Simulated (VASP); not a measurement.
The system is SiHC.

```
CELL_PARAMETERS angstrom
3.26084 0.00000 0.00000
0.00000 3.26084 0.00000
0.00000 0.00000 6.23463
ATOMIC_POSITIONS crystal
Si 0.00000 0.00000 0.75000
Si 0.00000 0.00000 0.25000
H 0.50000 0.50000 0.00000
H 0.50000 0.50000 0.50000
C 0.50000 0.00000 0.50000
C 0.00000 0.50000 0.00000
```

The cell was generated, and may not be a known phase.

* Program: VASP 6.6.1
* Task: relaxation of cell and atoms
* Functional: PBE
* Potentials or basis: VASP PAW PBE potentials, release 64 (Si, H, C)
* Cutoff: 600 eV
* k mesh: 6 × 6 × 4
* Occupations: gaussian, width 0.1 eV
* Spin: no spin polarisation

At the start: pressure -23.9 GPa; volume 11.05 Å³/atom.

Task: Where does the relaxation end?

Result: Over 5 steps the energy falls by 301.9 meV/atom and the volume is 8.12 Å³/atom (-26.5 %); space group P4_2/mmc (No. 131, to 0.1 Å) before and after.

The path:
```tsv
step	energy change (eV)	largest force (eV/Å)	pressure (GPa)	volume (Å³)
1	0.0000	0.0000	-23.93	66.29
2	-1.7268	0.0000	-8.21	51.67
3	-1.8104	0.0000	-0.48	48.86
4	-1.8105	0.0000	0.54	48.55
5	-1.8111	0.0000	-0.10	48.75
```

Final structure:
```cif
data_structure
_symmetry_space_group_name_H-M 'P 1'
_symmetry_Int_Tables_number 1
_cell_length_a 2.9885
_cell_length_b 2.9885
_cell_length_c 5.4581
_cell_angle_alpha 90.000
_cell_angle_beta 90.000
_cell_angle_gamma 90.000
_cell_volume 48.75
loop_
_atom_site_label
_atom_site_type_symbol
_atom_site_fract_x
_atom_site_fract_y
_atom_site_fract_z
_atom_site_occupancy
Si1 Si 0.00000 0.00000 0.75000 1
Si2 Si 0.00000 0.00000 0.25000 1
H1 H 0.50000 0.50000 0.00000 1
H2 H 0.50000 0.50000 0.50000 1
C1 C 0.50000 0.00000 0.50000 1
C2 C 0.00000 0.50000 0.00000 1
```

Caveat: the volume moved by over 15 % at a fixed basis, so the end points are rough.
